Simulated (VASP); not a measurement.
## InSb (lda): relaxation of the atoms with LDA

The system is InSb (lda).

```xyz
2
Lattice="0.0000 3.1929 3.1929 3.1929 0.0000 3.1929 3.1929 3.1929 0.0000" Properties=species:S:1:pos:R:3 pbc="T T T"
In    0.0000    0.0000    0.0000
Sb    1.5964    1.5964    1.5964
```

This cell differs from its parent crystal: strained cell.

- Program: VASP 6.6.1
- Task: relaxation of the atoms
- Functional: LDA
- Potentials or basis: VASP PAW LDA potentials, release 64 (In_d, Sb)
- Cutoff: 450 eV
- k mesh: 10 × 10 × 10
- Occupations: gaussian, width 0.1 eV
- Spin: no spin polarisation
- Dipole correction: no
- Further INCAR settings: ALGO = Normal; EDIFF = 1e-07; IBRION = 2; EDIFFG = -0.002; NSW = 60

```json
{"Pressure after relaxing": "1.6 GPa", "Band gap on the k mesh": "zero (filled and empty bands touch)"}
```

Final structure:
```cif
data_structure
_symmetry_space_group_name_H-M 'P 1'
_symmetry_Int_Tables_number 1
_cell_length_a 4.5154
_cell_length_b 4.5154
_cell_length_c 4.5154
_cell_angle_alpha 60.000
_cell_angle_beta 60.000
_cell_angle_gamma 60.000
_cell_volume 65.10
loop_
_atom_site_label
_atom_site_type_symbol
_atom_site_fract_x
_atom_site_fract_y
_atom_site_fract_z
_atom_site_occupancy
In1 In 0.00000 0.00000 0.00000 1
Sb1 Sb 0.25000 0.25000 0.25000 1
```

Levels at points of the mesh, in eV from the Fermi level:
```
           k point  band 6  band 7  band 8  band 9  band 10  band 11  band 12  band 13
(0.00, 0.00, 0.00)  -11.10   -0.15   -0.04   -0.04    -0.04     2.87     2.87     2.87
(0.50, 0.00, 0.00)   -9.61   -5.92   -1.12   -1.12     0.46     3.73     3.73     5.88
(0.50, 0.50, 0.00)   -8.94   -6.21   -2.46   -2.46     1.14     1.19     8.26     8.26
```

Wall time 36 s on 1 thread of Intel Xeon 8259CL, with other jobs on the host, peak memory 0.18 GiB.

Caveat: the cell differs from its parent crystal (strained cell); the relaxation stopped at its first step, so nothing moved; spin-orbit coupling is left out, which moves the levels of the heavy elements.
